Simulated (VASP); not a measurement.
A run of VASP 6.6.1 is set up as follows.

Contents of INCAR:

```
ALGO = Normal
EDIFF = 1E-8
ENCUT = 520
GGA = PE
ISIF = 2
ISMEAR = -1
LASPH = True
LCHARG = False
LEFG = True
LREAL = False
LWAVE = False
NBANDS = 12
NELM = 100
PREC = Accurate
SIGMA = 0.05
```

The input KPOINTS:

```
k-points
0
Gamma
  15 15 15
```

File POSCAR:

```
Ag
1.0
    0.0000000000      2.0831709575      2.0831709575
    2.0831709575      0.0000000000      2.0831709575
    2.0831709575      2.0831709575      0.0000000000
Ag
1
Direct
    0.0000000000      0.0000000000      0.0000000000
```

Potentials or basis: VASP PAW PBE potentials, release 64 (Ag).

Command:

```bash
$ cat potpaw_PBE.64/Ag/POTCAR > POTCAR
$ mpirun -np 1 vasp_std > vasp.out
```

(1) Predict the pressure.

Answers

(1) -1.3 GPa.

Caveat: without QUAD_EFG the Cq values of the log hold for a quadrupole moment of 1 mb, not for the nuclei.
